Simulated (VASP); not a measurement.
# Al12H3C in VASP: further runs

The runs below take Al12H3C through single point, relaxation of the atoms, with PBEsol.

Everything below comes from runs of VASP 6.6.1. Logs are shortened: lines on timing, memory, paths and dates and some standing lists are left out, and cuts for length are marked.

## Step 1: The cell of the first run

The cell holds a slab with vacuum, 16 atoms: a = 5.728 Å, b = 5.728 Å, c = 15.677 Å, α = 90.00°, β = 90.00°, γ = 60.00°.

## Step 2: Single point, PBEsol

INCAR

```
PREC = Accurate ; ENCUT = 520
EDIFF = 1E-6 ; ISMEAR = 0
SIGMA = 0.1 ; LREAL = Auto
LASPH = True ; NELM = 60
ALGO = Normal ; ISIF = 2
LWAVE = False ; LCHARG = False
GGA = PS ; NBANDS = 36
```

KPOINTS

```
Automatic mesh
0
Gamma
  3 3 1
```

POSCAR

```
Al12H3C
1.0
    5.7275650000      0.0000000000      0.0000000000
    2.8637820000      4.9602170000      0.0000000000
    0.0000000000      0.0000000000     15.6765370000
Al C H
12 1 3
Direct
    0.1666666208      0.1666667003      0.0637895984
    0.6666667081      0.1666667003      0.0637895984
    0.1666666712      0.6666665995      0.0637895984
    0.6666667585      0.6666665995      0.0637895984
   -0.1721804195      0.3358599029      0.2135875417
    0.3248585657      0.3397184034      0.2116997523
   -0.1728435423      0.8326379673      0.2099880222
    0.3237142485      0.8384735990      0.2130865382
   -0.0240739523      0.0077034936      0.3589470047
    0.5040637977      0.0101983441      0.3501804002
   -0.0417091947      0.5006121708      0.3670649328
    0.4794260517      0.5335490363      0.3619439676
    0.1592258494      0.6243357901      0.4417415020
    0.0174556328      0.2068183711      0.4330978838
    0.2902873604      0.4477394840      0.4829180705
    0.0390921824      0.7880893114      0.4879987206
```

Potentials or basis: VASP PAW PBE potentials, release 64 (Al, C, H).

The run is started by

```sh
$ cat potpaw_PBE.64/Al/POTCAR potpaw_PBE.64/C/POTCAR potpaw_PBE.64/H/POTCAR > POTCAR
$ mpirun -np 1 vasp_std > vasp.out
```

OUTCAR:

```text
PREC = Accurate
   ENCUT = 520
   EDIFF = 1E-6
   ISMEAR = 0
   LREAL = Auto
   LASPH = True
   NELM = 60
   ISIF = 2
   GGA = PS

 ion  position               nearest neighbor table
   1  0.167  0.167  0.064-   6 2.84   8 2.85   2 2.86   4 2.86   3 2.86   3 2.86   2 2.86   4 2.86
                             5 2.89
   2  0.667  0.167  0.064-   7 2.83   5 2.86   1 2.86   4 2.86   3 2.86   3 2.86   4 2.86   1 2.86
                             6 2.87
   3  0.167  0.667  0.064-   6 2.83   7 2.84   8 2.85   4 2.86   1 2.86   2 2.86   2 2.86   1 2.86
                             4 2.86
   4  0.667  0.667  0.064-   7 2.81   3 2.86   1 2.86   2 2.86   2 2.86   3 2.86   1 2.86   5 2.86
                             8 2.89
   5  0.828  0.336  0.214-   9 2.80  11 2.82   7 2.84   8 2.84   6 2.86   2 2.86   4 2.86   6 2.87
                             8 2.88   7 2.88   1 2.89  12 2.90
   6  0.325  0.340  0.212-  10 2.72   3 2.83   7 2.84   1 2.84   8 2.85   5 2.86   5 2.87   2 2.87
                             8 2.87   7 2.89  12 2.92  11 3.04
   7  0.827  0.833  0.210-  10 2.72   4 2.81   2 2.83   9 2.84   6 2.84   5 2.84   3 2.84   8 2.86
                             8 2.87   5 2.88   6 2.89  11 2.97
   8  0.324  0.838  0.213-  10 2.77  12 2.78   5 2.84   1 2.85   3 2.85   6 2.85   7 2.86   9 2.86
                             7 2.87   6 2.87   5 2.88   4 2.89
   9  0.976  0.008  0.359-  14 1.73  13 2.30  10 2.70  11 2.78   5 2.80  12 2.80   7 2.84   8 2.86
                            12 2.93  11 2.96  10 3.04
  10  0.504  0.010  0.350-   9 2.70   6 2.72   7 2.72   8 2.77  11 2.79  12 2.81  12 2.94  11 2.99
                             9 3.04
  11  0.958  0.501  0.367-  14 1.86  13 2.00  12 2.65   9 2.78  10 2.79   5 2.82   9 2.96   7 2.97
                            10 2.99   6 3.04  12 3.08
  12  0.479  0.534  0.362-  13 2.06  11 2.65   8 2.78   9 2.80  10 2.81   5 2.90   6 2.92   9 2.93
                            10 2.94  11 3.08
  13  0.159  0.624  0.442-  16 1.11  15 1.12  11 2.00  12 2.06   9 2.30
  14  0.017  0.207  0.433-   9 1.73  11 1.86
  15  0.290  0.448  0.483-  13 1.12
  16  0.039  0.788  0.488-  13 1.11

  LATTYP: Found a hexagonal cell.
 ALAT       =     5.7275649303
 C/A-ratio  =     2.7370334847

  Lattice vectors:

 A1 = (  -2.8637820000,  -4.9602170000,   0.0000000000)
 A2 = (   5.7275650000,   0.0000000000,   0.0000000000)
 A3 = (   0.0000000000,   0.0000000000,  15.6765370000)

Analysis of symmetry for initial positions (statically):
=====================================================================
 Subroutine PRICEL returns:
 Original cell was already a primitive cell.

 Routine SETGRP: Setting up the symmetry group for a
 hexagonal supercell.

 Subroutine GETGRP returns: Found  1 space group operations
 (whereof  1 operations were pure point group operations)
 out of a pool of 24 trial point group operations.

The static configuration has the point symmetry C_1 .

Analysis of symmetry for dynamics (positions and initial velocities):
=====================================================================
 Subroutine PRICEL returns:
 Original cell was already a primitive cell.

 Routine SETGRP: Setting up the symmetry group for a
 hexagonal supercell.

 Subroutine GETGRP returns: Found  1 space group operations
 (whereof  1 operations were pure point group operations)
 out of a pool of 24 trial point group operations.

The dynamic configuration has the point symmetry C_1 .

 Subroutine INISYM returns: Found  1 space group operations
 (whereof  1 operations are pure point group operations),
 and found     1 'primitive' translations

----------------------------------------------------------------------------------------

                                     Primitive cell

  volume of cell :     445.3699

  direct lattice vectors                    reciprocal lattice vectors
     5.727565000  0.000000000  0.000000000     0.174594265 -0.100802024  0.000000000
     2.863782000  4.960217000  0.000000000     0.000000000  0.201604083  0.000000000
     0.000000000  0.000000000 15.676537000     0.000000000  0.000000000  0.063789598

  length of vectors
     5.727565000  5.727564930 15.676537000     0.201604081  0.201604083  0.063789598

  position of ions in fractional coordinates (direct lattice)
     0.166666621  0.166666700  0.063789598
     0.666666708  0.166666700  0.063789598
     0.166666671  0.666666599  0.063789598
     0.666666758  0.666666599  0.063789598
     0.827819580  0.335859903  0.213587542
     0.324858566  0.339718403  0.211699752
[... 8 lines left out ...]
     0.290287360  0.447739484  0.482918070
     0.039092182  0.788089311  0.487998721

  ion indices of the primitive-cell ions
   primitive index   ion index
                 1           1
                 2           2
                 3           3
                 4           4
                 5           5
                 6           6
[... 8 lines left out ...]
                15          15
                16          16

----------------------------------------------------------------------------------------

 KPOINTS: Automatic mesh

Automatic generation of k-mesh.
 Grid dimensions read from file:
 generate k-points for:    3    3    1

 Generating k-lattice:

  Cartesian coordinates                     Fractional coordinates (reciprocal lattice)
     0.058198088 -0.033600675  0.000000000     0.333333333  0.000000000  0.000000000
     0.000000000  0.067201361  0.000000000     0.000000000  0.333333333  0.000000000
     0.000000000  0.000000000  0.063789598     0.000000000  0.000000000  1.000000000

  Length of vectors
     0.067201360  0.067201361  0.063789598

  Shift w.r.t. Gamma in fractional coordinates (k-lattice)
     0.000000000  0.000000000  0.000000000

 Subroutine IBZKPT returns following result:
 ===========================================

 Found      5 irreducible k-points:

 Following reciprocal coordinates:
            Coordinates               Weight
  0.000000  0.000000  0.000000      1.000000
  0.333333  0.000000  0.000000      2.000000
  0.333333  0.333333  0.000000      2.000000
  0.000000  0.333333  0.000000      2.000000
 -0.333333  0.333333  0.000000      2.000000
   k-points           NKPTS =      5   k-points in BZ     NKDIM =      5   number of bands    NBANDS=     36
   number of dos      NEDOS =    301   number of ions     NIONS =     16
   total plane-waves  NPLWV = 276480
   dimension x,y,z NGX =    48 NGY =   48 NGZ =  120
   dimension x,y,z NGXF=    96 NGYF=   96 NGZF=  240
   ions per type =              12   1   3
   NGX,Y,Z   is equivalent  to a cutoff of  13.93, 13.93, 12.73 a.u.
   NGXF,Y,Z  is equivalent  to a cutoff of  27.86, 27.86, 25.45 a.u.
 SYSTEM =  unknown system
   PREC   = accura    normal or accurate (medium, high low for compatibility)
   ISTART =      0    job   : 0-new  1-cont  2-samecut
   ICHARG =      2    charge: 1-file 2-atom 10-const
   ISPIN  =      1    spin polarized calculation?
   LNONCOLLINEAR =      F non collinear calculations
   LSORBIT =      F    spin-orbit coupling
   LASPH  =      T    aspherical Exc in radial PAW
   ENCUT  =  520.0 eV  38.22 Ry    6.18 a.u.  10.65 10.65 29.15*2*pi/ulx,y,z
   NELM   =     60;   NELMIN=  2; NELMDL= -5     # of ELM steps
   EDIFF  = 0.1E-05   stopping-criterion for ELM
   LREAL  =      T    real-space projection
   EDIFFG = 0.1E-04   stopping-criterion for IOM
   NSW    =      0    number of steps for IOM
   IBRION =     -1    ionic relax: 0-MD 1-quasi-New 2-CG
   NFREE  =      0    steps in history (QN), initial steepest desc. (CG)
   ISIF   =      2    stress and relaxation
   ISYM   =      2    0-nonsym 1-usesym 2-fastsym
   POTIM  = 0.5000    time-step for ionic-motion
   TEBEG  =    0.0;   TEEND  =   0.0 temperature during run
   PSTRESS=    0.0 pullay stress
   NELECT =      43.0000    total number of electrons
   NUPDOWN=      -1.0000    fix difference up-down
   EMIN   =  10.00;   EMAX   =-10.00  energy-range for DOS
   EFERMI =   0.00;   METHOD = LEGACY
   ISMEAR =     0;   SIGMA  =   0.10  broadening in eV -4-tet -1-fermi 0-gaus
   EFERMI_NEDOS =   21; number of points for ismear=-14 and -15
   IALGO  =     38    algorithm
   IMIX   =      4    mixing-type and parameters
     AMIX     =   0.40;   BMIX     =  1.00
     AMIX_MAG =   1.60;   BMIX_MAG =  1.00
  volume/ion in A,a.u.               =      27.84       187.84
  Fermi-wavevector in a.u.,A,eV,Ry     =   0.751030  1.419241  7.674316  0.564046
  Thomas-Fermi vector in A             =   1.847918
   LORBIT       =      0    0 simple, 1 ext, 2 COOP (PROOUT), +10 PAW based schemes
   GGA     = PS    functional components
   LHFCALC =     F    Hartree Fock is set to
   AEXX    =    0.0000 exact exchange contribution
   IVDW    =     0    specifies the selected vdW correction
   LEPSILON=     F    determine dielectric tensor
   LRPA    =     F    only Hartree local field effects (RPA)
 non-spin polarized calculation
 Gauss-broadening in eV      SIGMA  =   0.10
  energy-cutoff  :      520.00
  volume of cell :      445.37
 maximum number of plane-waves:     12018
 NGX is ok and might be reduce to    42
   NGX = 21   NGY = 21   NGZ = 59

 number of electron      42.9999999 magnetization

 Free energy of the ion-electron system (eV)
  ---------------------------------------------------
  ext. energy  EPLUGINS =         0.00000000
  ---------------------------------------------------
  free energy    TOTEN  =       -65.15972012 eV

  energy without entropy =      -65.13080136  energy(sigma->0) =      -65.14526074

 E-fermi :   1.7525     XC(G=0):  -5.9916

 val. band max:        1.7012952911   @ k =   0.3333   0.0000   0.0000
 cond. band min:       1.7823649052   @ k =   0.0000   0.3333   0.0000
 fundamental gap:      0.0810696141
 Fermi energy:         1.7525429652

 k-point     1 :       0.0000    0.0000    0.0000
  band No.  band energies     occupation
      1     -11.4953      2.00000
      2      -8.7392      2.00000
      3      -7.0985      2.00000
      4      -5.3721      2.00000
      5      -4.9606      2.00000
      6      -4.1512      2.00000
[... 25 lines left out ...]
     32       5.0204      0.00000
     33       5.1155      0.00000
[... 112 lines left out ...]
      2      -7.1672      2.00000
      3      -6.9269      2.00000
      4      -6.7382      2.00000
      5      -6.0327      2.00000
      6      -5.4919      2.00000
[... 25 lines left out ...]
     32       4.8948      0.00000
     33       5.1889      0.00000
 [bands above 33 left out]

------------------------ aborting loop because EDIFF is reached ----------------------------------------

  FORCE on cell =-STRESS in cart. coord.  units (eV):
  Direction    XX          YY          ZZ          XY          YZ          ZX
  --------------------------------------------------------------------------------------
  -------------------------------------------------------------------------------------
  Total       -3.5468286     -1.6993991     -2.7388517     -0.3485891     -0.1622910      0.4296629
  in kB      -12.7593912     -6.1134325     -9.8527681     -1.2540175     -0.5838271      1.5456729
  external PRESSURE =      -9.5751973 kB  Pullay stress =       0.0000000 kB

 VOLUME and BASIS-vectors are now :
 -----------------------------------------------------------------------------
  energy-cutoff  :      520.00
  volume of cell :      445.37
      direct lattice vectors                 reciprocal lattice vectors
     5.727565000  0.000000000  0.000000000     0.174594265 -0.100802024  0.000000000
     2.863782000  4.960217000  0.000000000     0.000000000  0.201604083  0.000000000
     0.000000000  0.000000000 15.676537000     0.000000000  0.000000000  0.063789598

 POSITION                                       TOTAL-FORCE (eV/Angst)
 -----------------------------------------------------------------------------------
      1.43189      0.82670      1.00000         0.023911      0.050444      0.300020
      4.29567      0.82670      1.00000         0.027959      0.150372      0.032641
      2.86378      3.30681      1.00000         0.066439     -0.020447      0.178327
      5.72757      3.30681      1.00000        -0.092588     -0.105545     -0.015658
      5.70322      1.66594      3.34831        -0.036311     -0.018008     -0.027555
      2.83353      1.68508      3.31872        -0.022188      0.019287      0.002811
[... 8 lines left out ...]
      2.94487      2.22089      7.57048         0.053946      0.039726     -0.071687
      2.48082      3.90909      7.65013         0.062846      0.066511     -0.035990
 -----------------------------------------------------------------------------------
    total drift:                               -0.008660      0.004919     -0.016809

  FREE ENERGIE OF THE ION-ELECTRON SYSTEM (eV)
  ---------------------------------------------------
  free  energy   TOTEN  =       -65.1597201222 eV

  energy  without entropy=      -65.1308013582  energy(sigma->0) =      -65.14526074
```

Wall time 1.9 min (1 thread of Intel Xeon 6975P-C (Granite Rapids), shared host); peak memory 0.56 GiB.

What came out:

- Free energy: -65.1597 eV
- Largest force: 0.305 eV/Å
- Band gap on the k mesh: zero (an odd number of electrons rules out a gap without spin polarisation)

Forces on the atoms (eV/Å):
```
Al   0.024  0.050  0.300
Al   0.028  0.150  0.033
Al   0.066 -0.020  0.178
Al  -0.093 -0.106 -0.016
Al  -0.036 -0.018 -0.028
Al  -0.022  0.019  0.003
Al  -0.029 -0.005 -0.010
Al  -0.013  0.008 -0.028
Al  -0.010 -0.040  0.032
Al  -0.015 -0.045 -0.017
Al  -0.047 -0.023 -0.049
Al  -0.041 -0.062 -0.070
C   -0.008  0.059 -0.101
H    0.080 -0.074 -0.120
H    0.054  0.040 -0.072
H    0.063  0.067 -0.036
```

Levels at points of the mesh, in eV from the Fermi level:
```
           k point  band 17  band 18  band 19  band 20  band 21  band 22  band 23  band 24  band 25  band 26
(0.00, 0.00, 0.00)    -3.00    -2.78    -2.11    -1.67    -1.31    -0.53    -0.33     0.28     0.44     0.97
```

Caveat: the k points lie up to 0.42 Å⁻¹ apart, too coarse for converged energies and pressures of a metal; the PAW data sets were made with another functional, which shifts forces and pressure a little.

(Continued in part 2 of 2.)
